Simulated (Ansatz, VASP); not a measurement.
# CsBr: VASP beside Ansatz

```
Cs Br
1.0
     4.36845    0.00000    0.00000
     0.00000    4.36845    0.00000
     0.00000    0.00000    4.36845
Cs Br
1 1
Direct
  0.00000 0.00000 0.00000
  0.50000 0.50000 0.50000
```

Change from the starting cell: volume scaled by 1.03, PAW files.

Alike in both runs: task electric field gradients; functional PBE; k mesh 6 × 6 × 6; occupations fermi-dirac, width 0.02 eV; no spin polarisation.

|  | VASP | Ansatz |
| --- | --- | --- |
| version | VASP 6.6.1 | Ansatz 0.2.0 |
| potentials or method | VASP PAW PBE potentials, release 64 (Cs_sv, Br) | PAW with Ansatz's default frozen-core files, scalar-relativistic |
| plane-wave cutoff (eV) | 400 | 420 |
| valence electrons in the cell | 16 | 16 |

Ansatz gave:

* gap on the k mesh at the Fermi level (eV): 4.31
* pressure (GPa): 0.2

Task: Estimate VASP's values.

Result: gap on the k mesh at the Fermi level (eV): 4.30; pressure (GPa): 0.2.

Neither program's run includes spin-orbit coupling.
